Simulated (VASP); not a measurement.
**Ga2Ag: single point with PBE**

The system is Ga2Ag.

```
Ga Ag
1.0
     7.71501    0.05175    0.06293
     0.05175    7.56481    0.42562
     0.06293    0.42562    7.82649
Ga Ag
16 8
Direct
  0.59955 0.29073 0.33118
  0.05468 0.38409 0.66889
  0.42530 0.80351 0.91876
  0.31127 0.46516 0.45751
  0.97929 0.04572 0.69679
  0.19370 0.16160 0.91892
  0.11273 0.82560 0.96544
  0.92953 0.74019 0.61215
  0.32452 0.02873 0.55821
  0.93373 0.55689 0.36311
  0.82258 0.94858 0.01425
  0.20318 0.22759 0.29321
  0.90195 0.31376 0.15249
  0.58025 0.69045 0.53259
  0.49860 0.29691 0.93407
  0.46356 0.02088 0.14501
  0.62074 0.71417 0.21013
  0.24008 0.62589 0.70882
  0.72349 0.30274 0.65195
  0.70122 0.56845 0.89172
  0.20180 0.49716 0.05295
  0.18316 0.75650 0.30417
  0.63782 0.93417 0.71572
  0.82240 0.95992 0.35997
```

```
Program             : VASP 6.6.1
Task                : single point
Functional          : PBE
Potentials or basis : VASP PAW PBE potentials, release 64 (Ga_d, Ag)
Cutoff              : 400 eV
k mesh              : 1 × 1 × 1, shifted
Occupations         : fermi-dirac, width 0.0862 eV
Spin                : no spin polarisation
```

* Pressure: 5.1 GPa
* Largest force: 1.776 eV/Å

Forces on the atoms (eV/Å):
```
Ga  -0.057  0.065 -0.043
Ga  -1.270 -0.947  0.065
Ga  -0.228 -0.692  0.258
Ga   1.372 -0.117 -0.826
Ga   0.221  0.158 -0.081
Ga  -0.211  0.175  0.458
Ga  -0.098 -0.072 -0.073
Ga  -0.174 -0.265  0.563
Ga   0.081 -0.305  0.344
Ga  -0.834 -0.788 -0.571
Ga  -0.566  1.043  0.476
Ga  -0.159 -0.958 -0.529
Ga  -0.308 -0.644 -0.214
Ga  -0.525 -0.730  0.411
Ga   0.627  0.011 -0.359
Ga  -0.201  0.427  0.808
Ag  -0.092 -0.803 -0.453
Ag   1.007  1.264  0.737
Ag  -0.369  0.138  0.218
Ag   0.142  0.025 -0.240
Ag   0.051 -0.094  0.208
Ag   0.728  1.184 -0.142
Ag   0.801  1.296 -0.476
Ag   0.060  0.627 -0.538
```

Stress tensor (GPa, compression positive):
```
 2.65 -0.57 -1.18
-0.57  5.96  0.22
-1.18  0.22  6.62
```

Levels at points of the mesh, in eV from the Fermi level:
| k point | band 146 | band 147 | band 148 | band 149 | band 150 | band 151 |
| --- | --- | --- | --- | --- | --- | --- |
| (0.25, 0.25, 0.25) | -0.64 | -0.43 | -0.05 | 0.06 | 0.36 | 0.58 |

Run time: 2.4 min on 1 thread of AMD EPYC 7R13 Processor (Zen 3), on a shared host, peak memory 0.32 GiB.

Caveat: the atoms stand as in a frame of molecular dynamics.
